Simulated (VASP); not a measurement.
# SnO (P4/nmm) in VASP: settings compared

The runs below take SnO through single point, with PBEsol, PBE, HF.

Program: VASP 6.6.1. These are calculated values, not measurements. Logs are shortened: lines on timing, memory, paths and dates and some standing lists are left out, and cuts for length are marked.

### Step 1. The cell of the first run

It takes space group P4/nmm (No. 129, tetragonal). The conventional cell has a = 3.839 Å, b = 3.839 Å, c = 4.919 Å, α = 90.00°, β = 90.00°, γ = 90.00°. Sn (site symmetry 4mm) has 4 O at 2.24 Å within 3.0 Å. O (site symmetry -4m2) has 4 Sn at 2.24 Å and 4 O at 2.71 Å within 3.0 Å.

### Step 2. Single point, PBEsol (volume scaled by 1.02)

The input, INCAR:

```
SYSTEM = SnO
ALGO = Normal ; EDIFF = 1E-6
ENCUT = 520 ; GGA = PS
ISIF = 2 ; ISMEAR = -1
LASPH = .TRUE. ; LCHARG = .FALSE.
LREAL = .FALSE. ; LWAVE = .FALSE.
NBANDS = 28 ; NELM = 80
PREC = Accurate ; SIGMA = 0.05
```

The input, KPOINTS:

```
k-points
0
G
  7 7 6
  0 0 0
```

The input, POSCAR:

```
SnO
1.0
    3.8389522158      0.0000000000      0.0000000000
    0.0000000000      3.8389522158      0.0000000000
    0.0000000000      0.0000000000      4.9192779074
Sn O
2 2
Direct
    0.5000000000      0.0000000000      0.7646261400
    0.0000000000      0.5000000000      0.2353738600
    0.0000000000      0.0000000000      0.0000000000
    0.5000000000      0.5000000000      0.0000000000
```

Potentials or basis: VASP PAW PBE potentials, release 64 (Sn_d, O).

On the command line:

```sh
$ cat potpaw_PBE.64/Sn_d/POTCAR potpaw_PBE.64/O/POTCAR > POTCAR
$ mpirun -np 1 vasp_std > vasp.out
```

OUTCAR:

```text
SYSTEM = SnO
   EDIFF = 1E-6
   ENCUT = 520
   GGA = PS
   ISIF = 2
   ISMEAR = -1
   LASPH = .TRUE.
   LREAL = .FALSE.
   NELM = 80
   PREC = Accurate

 ion  position               nearest neighbor table
   1  0.500  0.000  0.765-   3 2.24   4 2.24   4 2.24   3 2.24   2 3.57   2 3.57   2 3.57   2 3.57

   2  0.000  0.500  0.235-   3 2.24   4 2.24   3 2.24   4 2.24   1 3.57   1 3.57   1 3.57   1 3.57

   3  0.000  0.000  0.000-   1 2.24   2 2.24   2 2.24   1 2.24
   4  0.500  0.500  0.000-   1 2.24   2 2.24   1 2.24   2 2.24

  LATTYP: Found a simple tetragonal cell.
 ALAT       =     3.8389522158
 C/A-ratio  =     1.2814116016

  Lattice vectors:

 A1 = (   3.8389522158,   0.0000000000,   0.0000000000)
 A2 = (   0.0000000000,   3.8389522158,   0.0000000000)
 A3 = (   0.0000000000,   0.0000000000,   4.9192779074)

Analysis of symmetry for initial positions (statically):
=====================================================================
 Subroutine PRICEL returns:
 Original cell was already a primitive cell.

 Routine SETGRP: Setting up the symmetry group for a
 simple tetragonal supercell.

 Subroutine GETGRP returns: Found 16 space group operations
 (whereof  8 operations were pure point group operations)
 out of a pool of 16 trial point group operations.

The static configuration has the point symmetry D_2d.
 The point group associated with its full space group is D_4h.

Analysis of symmetry for dynamics (positions and initial velocities):
=====================================================================
 Subroutine PRICEL returns:
 Original cell was already a primitive cell.

 Routine SETGRP: Setting up the symmetry group for a
 simple tetragonal supercell.

 Subroutine GETGRP returns: Found 16 space group operations
 (whereof  8 operations were pure point group operations)
 out of a pool of 16 trial point group operations.

The dynamic configuration has the point symmetry D_2d.
 The point group associated with its full space group is D_4h.

 Subroutine INISYM returns: Found 16 space group operations
 (whereof  8 operations are pure point group operations),
 and found     1 'primitive' translations

----------------------------------------------------------------------------------------

                                     Primitive cell

  volume of cell :      72.4981

  direct lattice vectors                    reciprocal lattice vectors
     3.838952216  0.000000000  0.000000000     0.260487743  0.000000000  0.000000000
     0.000000000  3.838952216  0.000000000     0.000000000  0.260487743  0.000000000
     0.000000000  0.000000000  4.919277907     0.000000000  0.000000000  0.203281868

  length of vectors
     3.838952216  3.838952216  4.919277907     0.260487743  0.260487743  0.203281868

  position of ions in fractional coordinates (direct lattice)
     0.500000000  0.000000000  0.764626140
     0.000000000  0.500000000  0.235373860
     0.000000000  0.000000000  0.000000000
     0.500000000  0.500000000  0.000000000

  ion indices of the primitive-cell ions
   primitive index   ion index
                 1           1
                 2           2
                 3           3
                 4           4

----------------------------------------------------------------------------------------

 KPOINTS: k-points

Automatic generation of k-mesh.
 Grid dimensions read from file:
 generate k-points for:    7    7    6

 Generating k-lattice:

  Cartesian coordinates                     Fractional coordinates (reciprocal lattice)
     0.037212535  0.000000000  0.000000000     0.142857143  0.000000000  0.000000000
     0.000000000  0.037212535  0.000000000     0.000000000  0.142857143  0.000000000
     0.000000000  0.000000000  0.033880311     0.000000000  0.000000000  0.166666667

  Length of vectors
     0.037212535  0.037212535  0.033880311

  Shift w.r.t. Gamma in fractional coordinates (k-lattice)
     0.000000000  0.000000000  0.000000000

 Subroutine IBZKPT returns following result:
 ===========================================

 Found     40 irreducible k-points:

 Following reciprocal coordinates:
            Coordinates               Weight
  0.000000  0.000000  0.000000      1.000000
  0.142857  0.000000  0.000000      4.000000
  0.285714  0.000000  0.000000      4.000000
  0.428571  0.000000  0.000000      4.000000
  0.142857  0.142857  0.000000      4.000000
  0.285714  0.142857  0.000000      8.000000
[... 16 lines left out ...]
  0.285714  0.000000  0.333333      8.000000
  0.428571  0.000000  0.333333      8.000000
 [... further k-points ...]
   k-points           NKPTS =     40   k-points in BZ     NKDIM =     40   number of bands    NBANDS=     28
   number of dos      NEDOS =    301   number of ions     NIONS =      4
   total plane-waves  NPLWV =  36000
   dimension x,y,z NGX =    30 NGY =   30 NGZ =   40
   dimension x,y,z NGXF=    60 NGYF=   60 NGZF=   80
   ions per type =               2   2
   NGX,Y,Z   is equivalent  to a cutoff of  12.99, 12.99, 13.52 a.u.
   NGXF,Y,Z  is equivalent  to a cutoff of  25.98, 25.98, 27.04 a.u.
 SYSTEM =  SnO
   PREC   = accura    normal or accurate (medium, high low for compatibility)
   ISTART =      0    job   : 0-new  1-cont  2-samecut
   ICHARG =      2    charge: 1-file 2-atom 10-const
   ISPIN  =      1    spin polarized calculation?
   LNONCOLLINEAR =      F non collinear calculations
   LSORBIT =      F    spin-orbit coupling
   LASPH  =      T    aspherical Exc in radial PAW
   ENCUT  =  520.0 eV  38.22 Ry    6.18 a.u.   7.14  7.14  9.15*2*pi/ulx,y,z
   NELM   =     80;   NELMIN=  2; NELMDL= -5     # of ELM steps
   EDIFF  = 0.1E-05   stopping-criterion for ELM
   LREAL  =      F    real-space projection
   EDIFFG = 0.1E-04   stopping-criterion for IOM
   NSW    =      0    number of steps for IOM
   IBRION =     -1    ionic relax: 0-MD 1-quasi-New 2-CG
   NFREE  =      0    steps in history (QN), initial steepest desc. (CG)
   ISIF   =      2    stress and relaxation
   ISYM   =      2    0-nonsym 1-usesym 2-fastsym
   POTIM  = 0.5000    time-step for ionic-motion
   TEBEG  =    0.0;   TEEND  =   0.0 temperature during run
   PSTRESS=    0.0 pullay stress
   NELECT =      40.0000    total number of electrons
   NUPDOWN=      -1.0000    fix difference up-down
   EMIN   =  10.00;   EMAX   =-10.00  energy-range for DOS
   EFERMI =   0.00;   METHOD = LEGACY
   ISMEAR =    -1;   SIGMA  =   0.05  broadening in eV -4-tet -1-fermi 0-gaus
   EFERMI_NEDOS =   21; number of points for ismear=-14 and -15
   IALGO  =     38    algorithm
   IMIX   =      4    mixing-type and parameters
     AMIX     =   0.40;   BMIX     =  1.00
     AMIX_MAG =   1.60;   BMIX_MAG =  1.00
  volume/ion in A,a.u.               =      18.12       122.31
  Fermi-wavevector in a.u.,A,eV,Ry     =   1.342721  2.537375 24.529953  1.802901
  Thomas-Fermi vector in A             =   2.470853
   LORBIT       =      0    0 simple, 1 ext, 2 COOP (PROOUT), +10 PAW based schemes
   GGA     = PS    functional components
   LHFCALC =     F    Hartree Fock is set to
   AEXX    =    0.0000 exact exchange contribution
   IVDW    =     0    specifies the selected vdW correction
   LEPSILON=     F    determine dielectric tensor
   LRPA    =     F    only Hartree local field effects (RPA)
 non-spin polarized calculation
  energy-cutoff  :      520.00
  volume of cell :       72.50
 maximum number of plane-waves:      1980
 NGX is ok and might be reduce to    30
   NGX = 15   NGY = 15   NGZ = 19

 number of electron      40.0000008 magnetization

 Free energy of the ion-electron system (eV)
  ---------------------------------------------------
  ext. energy  EPLUGINS =         0.00000000
  ---------------------------------------------------
  free energy    TOTEN  =       -24.19799279 eV

  energy without entropy =      -24.19777396  energy(sigma->0) =      -24.19788338

 E-fermi :   6.7453     XC(G=0): -10.3027

 val. band max:        6.5250961704   @ k =   0.0000   0.0000   0.0000
 cond. band min:       6.9574089866   @ k =   0.4286   0.4286   0.0000
 fundamental gap:      0.4323128163
 Fermi energy:         6.7452870119

 k-point     1 :       0.0000    0.0000    0.0000
  band No.  band energies     occupation
      1     -15.2282      2.00000
      2     -14.8256      2.00000
      3     -14.8256      2.00000
      4     -14.8243      2.00000
      5     -14.7841      2.00000
      6     -14.7758      2.00000
[... 20 lines left out ...]
     27      13.2865      0.00000
     28      13.7179      0.00000

 k-point     2 :       0.1429    0.0000    0.0000
  band No.  band energies     occupation
      1     -15.2176      2.00000
      2     -14.8279      2.00000
      3     -14.8218      2.00000
      4     -14.8214      2.00000
      5     -14.7860      2.00000
      6     -14.7836      2.00000
[... 20 lines left out ...]
     27      13.5262      0.00000
     28      15.1536      0.00000

 k-point     3 :       0.2857    0.0000    0.0000
  band No.  band energies     occupation
      1     -15.1879      2.00000
      2     -14.9377      2.00000
      3     -14.8109      2.00000
      4     -14.8105      2.00000
      5     -14.7903      2.00000
      6     -14.7896      2.00000
[... 20 lines left out ...]
     27      13.8889      0.00000
     28      17.2984      0.00000

 k-point     4 :       0.4286    0.0000    0.0000
  band No.  band energies     occupation
      1     -15.1375      2.00000
      2     -15.0556      2.00000
      3     -14.8004      2.00000
      4     -14.7959      2.00000
      5     -14.7946      2.00000
      6     -14.7864      2.00000
[... 578 lines left out ...]
     27      14.1916      0.00000
     28      15.3330      0.00000

 k-point    23 :       0.2857    0.0000    0.3333
  band No.  band energies     occupation
      1     -15.1860      2.00000
      2     -14.9568      2.00000
      3     -14.8189      2.00000
      4     -14.7964      2.00000
      5     -14.7962      2.00000
      6     -14.7934      2.00000
[... 20 lines left out ...]
     27      14.6845      0.00000
     28      16.7634      0.00000

 k-point    24 :       0.4286    0.0000    0.3333
  band No.  band energies     occupation
      1     -15.1436      2.00000
      2     -15.0693      2.00000
      3     -14.8205      2.00000
      4     -14.8126      2.00000
      5     -14.7887      2.00000
      6     -14.7851      2.00000
[... 20 lines left out ...]
     27      15.2553      0.00000
     28      16.0985      0.00000

 [... further k-points ...]

------------------------ aborting loop because EDIFF is reached ----------------------------------------

  FORCE on cell =-STRESS in cart. coord.  units (eV):
  Direction    XX          YY          ZZ          XY          YZ          ZX
  --------------------------------------------------------------------------------------
  -------------------------------------------------------------------------------------
  Total       -0.9896016     -0.9896016     -0.8462647      0.0000000      0.0000000      0.0000000
  in kB      -21.8697692    -21.8697692    -18.7020850      0.0000000      0.0000000      0.0000000
  external PRESSURE =     -20.8138744 kB  Pullay stress =       0.0000000 kB

 VOLUME and BASIS-vectors are now :
 -----------------------------------------------------------------------------
  energy-cutoff  :      520.00
  volume of cell :       72.50
      direct lattice vectors                 reciprocal lattice vectors
     3.838952216  0.000000000  0.000000000     0.260487743  0.000000000  0.000000000
     0.000000000  3.838952216  0.000000000     0.000000000  0.260487743  0.000000000
     0.000000000  0.000000000  4.919277907     0.000000000  0.000000000  0.203281868

 POSITION                                       TOTAL-FORCE (eV/Angst)
 -----------------------------------------------------------------------------------
      1.91948      0.00000      3.76141        -0.000000     -0.000000      0.109102
      0.00000      1.91948      1.15787         0.000000      0.000000     -0.109102
      0.00000      0.00000      0.00000        -0.000000     -0.000000      0.000000
      1.91948      1.91948      0.00000        -0.000000      0.000000      0.000000
 -----------------------------------------------------------------------------------
    total drift:                                0.000000      0.000000      0.000000

  FREE ENERGIE OF THE ION-ELECTRON SYSTEM (eV)
  ---------------------------------------------------
  free  energy   TOTEN  =       -24.1979927940 eV

  energy  without entropy=      -24.1977739606  energy(sigma->0) =      -24.19788338
```

Wall time 30 s (1 thread of Intel Xeon 6975P-C (Granite Rapids), shared host); peak memory 0.22 GiB.

What came out:

- Free energy: -24.1980 eV
- Pressure: -2.1 GPa
- Largest force: 0.109 eV/Å
- Band gap on the k mesh: 0.43 eV, indirect (least direct gap 1.96 eV)

Forces in eV/Å, atoms in the order of the input:
```
Sn   0.000  0.000  0.109
Sn   0.000  0.000 -0.109
O    0.000  0.000  0.000
O    0.000  0.000  0.000
```

Caveat: the cell differs from its parent crystal (volume scaled by 1.02); the PAW data sets were made with another functional, which shifts forces and pressure a little; spin-orbit coupling is left out, which moves the levels of the heavy elements.

### Step 3. Single point, PBE

This run uses another cell than the first one, of 17.77 Å³/atom, 0.980 times its volume.

The input, INCAR:

```
SYSTEM = SnO
ALGO     = Normal         ! electronic algorithm
EDIFF    = 1E-6           ! SCF threshold, eV
ENCUT    = 910            ! plane-wave cutoff, eV
GGA      = PE             ! functional
GGA_COMPAT= .False.      
ISIF     = 2              ! what is computed and relaxed
ISMEAR   = 0              ! smearing method
LASPH    = .True.         ! aspherical terms in the spheres
LCHARG   = .True.         ! write CHGCAR
LELF     = .True.         ! ELF
LREAL    = .False.        ! projectors in reciprocal space
LVHAR    = .True.       
LWAVE    = .False.        ! write WAVECAR
NBANDS   = 28             ! bands
NELM     = 120            ! most SCF steps
PREC     = Accurate       ! precision mode
SIGMA    = 0.022          ! smearing width, eV
```

The input, KPOINTS:

```
k-points
0
Gamma
  7 7 6
  0 0 0
```

The input, POSCAR:

```
SnO
1.0
    3.8136952200      0.0000000000      0.0000000000
    0.0000000000      3.8136952200      0.0000000000
    0.0000000000      0.0000000000      4.8869133000
Sn O
2 2
Direct
    0.5000000000      0.0000000000      0.7646261400
    0.0000000000      0.5000000000      0.2353738600
    0.0000000000      0.0000000000      0.0000000000
    0.5000000000      0.5000000000      0.0000000000
```

Potentials or basis: VASP PAW PBE potentials, release 64 (Sn_d, O_h).

On the command line:

```sh
$ cat potpaw_PBE.64/Sn_d/POTCAR potpaw_PBE.64/O_h/POTCAR > POTCAR
$ mpirun -np 1 vasp_std > vasp.out
```

It took 81 s on 1 thread of Intel Xeon 6975P-C (Granite Rapids), shared host; peak memory 0.34 GiB.

The run converged. Its results:

| Item | Value |
| --- | --- |
| Free energy | -22.6997 eV |
| Pressure | 3.7 GPa |
| Largest force | 0.447 eV/Å |
| Band gap on the k mesh | 0.39 eV, indirect (least direct gap 2.05 eV) |

Forces in eV/Å, atoms in the order of the input:
```
Sn   0.000  0.000 -0.447
Sn   0.000  0.000  0.447
O    0.000  0.000  0.000
O    0.000  0.000  0.000
```

Stress tensor (GPa, compression positive):
```
4.00 0.00 0.00
0.00 4.00 0.00
0.00 0.00 3.07
```

Levels at points of the mesh, in eV from the valence-band top:
| k point | band 18 | band 19 | band 20 | band 21 | band 22 | band 23 |
| --- | --- | --- | --- | --- | --- | --- |
| (0.00, 0.00, 0.00) | -3.18 | -3.18 | 0.00 | 2.05 | 4.27 | 4.74 |
| (0.00, 0.00, 0.50) | -3.19 | -3.19 | -2.21 | 1.69 | 3.04 | 3.04 |

Caveat: the cutoff is under 1.25 times the usual one of these potentials, so pressure, stress and relaxed cells hold a basis-set (Pulay) error; spin-orbit coupling is left out, which moves the levels of the heavy elements. A k mesh can miss the band edges.

### Step 4. Single point, HF

This run uses another cell than the first one, of 17.77 Å³/atom, 0.980 times its volume.

POSCAR is that of step 3.

The input, INCAR.step1:

```
SYSTEM = SnO
  ALGO = Normal
  EDIFF = 1E-5
  ENCUT = 520
  GGA = PE
  ISIF = 2
  ISMEAR = -1
  LASPH = .True.
  LCHARG = .False.
  LREAL = .False.
  LWAVE = .True.
  NBANDS = 28
  NELM = 60
  PREC = Accurate
  SIGMA = 0.05
```

The input, INCAR.step2:

```
SYSTEM = SnO
  AEXX = 1.0
  AGGAC = 0.0
  ALDAC = 0.0
  ALGO = Normal
  EDIFF = 1E-6
  ENCUT = 520
  GGA = PE
  ISIF = 2
  ISMEAR = -1
  ISTART = 1
  LASPH = .True.
  LCHARG = .False.
  LHFCALC = .True.
  LREAL = .False.
  LWAVE = .False.
  NBANDS = 28
  NELM = 60
  PREC = Accurate
  PRECFOCK = Normal
  SIGMA = 0.05
```

The input, KPOINTS:

```
k-points
0
Gamma
  4 4 3
  0 0 0
```

Potentials or basis: VASP PAW PBE potentials, release 64 (Sn_d, O).

On the command line:

```sh
$ cat potpaw_PBE.64/Sn_d/POTCAR potpaw_PBE.64/O/POTCAR > POTCAR
$ cp INCAR.step1 INCAR
$ mpirun -np 1 vasp_std > vasp.out
$ cp INCAR.step2 INCAR
$ mpirun -np 1 vasp_std > vasp.out
```

Run time: 56 min. Hardware: 1 thread of Intel Xeon Platinum 8488C (Sapphire Rapids), shared host; peak memory 0.2 GiB.

Results (log left out):

| Item | Value |
| --- | --- |
| Free energy | -49.3198 eV |
| Pressure | -0.6 GPa |
| Largest force | 0.929 eV/Å |
| Band gap on the k mesh | 5.10 eV, indirect (least direct gap 8.32 eV) |

Forces in eV/Å, atoms in the order of the input:
```
Sn   0.000  0.000  0.929
Sn   0.000  0.000 -0.929
O    0.000  0.000  0.000
O    0.000  0.000  0.000
```

Stress tensor (GPa, compression positive):
```
-1.38  0.00  0.00
 0.00 -1.38  0.00
 0.00  0.00  0.91
```

Levels at points of the mesh, in eV from the valence-band top:
| k point | band 17 | band 18 | band 19 | band 20 | band 21 | band 22 | band 23 | band 24 |
| --- | --- | --- | --- | --- | --- | --- | --- | --- |
| (0.00, 0.00, 0.00) | -7.46 | -7.04 | -7.04 | 0.00 | 8.32 | 10.29 | 10.73 | 10.73 |
| (0.50, 0.00, 0.00) | -9.12 | -9.12 | -4.67 | -4.67 | 9.14 | 9.14 | 12.66 | 12.66 |
| (0.50, 0.50, 0.00) | -6.22 | -6.22 | -3.30 | -3.30 | 5.10 | 5.10 | 10.35 | 10.35 |

Caveat: the k points lie up to 0.43 Å⁻¹ apart; the PAW data sets were made with another functional, which shifts forces and pressure a little; spin-orbit coupling is left out, which moves the levels of the heavy elements. A k mesh can miss the band edges.

### Step 5. Single point, PBE

This run uses another cell than the first one, of 17.63 Å³/atom, 0.973 times its volume.

The input, INCAR:

```
ALGO = Normal
EDIFF = 1E-6
ENCUT = 910
GGA = PE
GGA_COMPAT = False
ISIF = 2
ISMEAR = -1
LASPH = True
LCHARG = True
LELF = True
LREAL = False
LVHAR = True
LWAVE = False
NBANDS = 28
NELM = 120
PREC = Accurate
SIGMA = 0.05
```

The input, KPOINTS:

```
k-points
0
Gamma
  7 7 6
```

The input, POSCAR:

```
SnO
1.0
    3.8395730011      0.0000000000      0.0000000000
    0.0000000000      3.8395730011      0.0000000000
    0.0000000000      0.0000000000      4.7825085140
Sn O
2 2
Direct
    0.5000000000      0.0000000000      0.7579456111
    0.0000000000      0.5000000000      0.2420543889
    0.0000000000      0.0000000000      0.0000000000
    0.5000000000      0.5000000000      0.0000000000
```

Potentials or basis: VASP PAW PBE potentials, release 64 (Sn_d, O_h).

On the command line:

```sh
$ cat potpaw_PBE.64/Sn_d/POTCAR potpaw_PBE.64/O_h/POTCAR > POTCAR
$ mpirun -np 1 vasp_std > vasp.out
```

Wall time 68 s (1 thread of Intel Xeon 6975P-C (Granite Rapids), shared host); peak memory 0.35 GiB.

Results (log left out):

| Property | Result |
| --- | --- |
| Free energy | -22.7091 eV |
| Pressure | 2.1 GPa |
| Largest force | 0.074 eV/Å |
| Band gap on the k mesh | 0.28 eV, indirect (least direct gap 2.00 eV) |

Forces on the atoms (eV/Å):
```
Sn   0.000  0.000 -0.074
Sn   0.000  0.000  0.074
O    0.000  0.000  0.000
O    0.000  0.000  0.000
```

Levels at points of the mesh, in eV from the valence-band top:
```csv
k point,band 16,band 17,band 18,band 19,band 20,band 21,band 22,band 23,band 24,band 25
"(0.00, 0.00, 0.00)",-6.07,-3.33,-3.04,-3.04,0.00,2.14,4.57,4.57,4.63,5.84
"(0.00, 0.00, 0.50)",-3.41,-3.06,-3.06,-3.04,-2.06,1.72,2.87,2.87,3.59,8.15
```

Caveat: the cutoff is under 1.25 times the usual one of these potentials, so pressure, stress and relaxed cells hold a basis-set (Pulay) error; spin-orbit coupling is left out, which moves the levels of the heavy elements. A k mesh can miss the band edges.

(Continued in part 2 of 2.)
